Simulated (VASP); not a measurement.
Here is a VASP 6.6.1 calculation.

Contents of INCAR:

```
ALGO = Normal ; EDIFF = 1E-7
EDIFFG = -0.04 ; ENCUT = 600
GGA = PE ; IBRION = 2
ISIF = 3 ; ISMEAR = 0
LASPH = True ; LCHARG = False
LREAL = False ; LWAVE = False
NELM = 100 ; NSW = 90
PREC = Accurate ; SIGMA = 0.1
```

KPOINTS

```
k-points
0
Gamma
  4 4 6
```

POSCAR

```
BiP2
1.0
    6.9033098400      0.0000000000      0.0000000000
    0.0000000000      6.9033098400      0.0000000000
    0.0000000000      0.0000000000      2.5313366800
Bi P
2 4
Direct
    0.0000000000      0.0000000000      0.0000000000
    0.5000000000      0.5000000000      0.0000000000
    0.1767953900      0.3232046100      0.0000000000
    0.3232046100      0.8232046100      0.0000000000
    0.8232046100      0.6767953900      0.0000000000
    0.6767953900      0.1767953900      0.0000000000
```

Potentials or basis: VASP PAW PBE potentials, release 64 (Bi_d, P).

Launch:

```sh
$ cat potpaw_PBE.64/Bi_d/POTCAR potpaw_PBE.64/P/POTCAR > POTCAR
$ mpirun -np 1 vasp_std > vasp.out
```

Task: Predict the space group after relaxing (to 0.1 Å).

Result: P4/mbm (No. 127).

Task: Predict the band gap on the k mesh.

Result: Zero (bands 25 and 26 overlap by 3.02 eV).

Task: Predict the relaxed cell.

Result: a = 7.045 Å, b = 7.045 Å, c = 3.089 Å, α = 90.00°, β = 90.00°, γ = 90.00°.

Final structure:
```yaml
crystal:
  lattice:
    - [7.04457, 0.00000, 0.00000]
    - [0.00000, 7.04457, 0.00000]
    - [0.00000, 0.00000, 3.08893]
  atoms:
    - { symbol: Bi, position: [0.00000, 0.00000, 0.00000] }
    - { symbol: Bi, position: [0.50000, 0.50000, 0.00000] }
    - { symbol: P, position: [0.10518, 0.39482, 0.00000] }
    - { symbol: P, position: [0.39482, 0.89482, 0.00000] }
    - { symbol: P, position: [0.89482, 0.60518, 0.00000] }
    - { symbol: P, position: [0.60518, 0.10518, 0.00000] }
```

Caveat: the k points lie up to 0.34 Å⁻¹ apart in the final cell, too coarse for converged energies and pressures of a metal; spin-orbit coupling is left out, which moves the levels of the heavy elements.
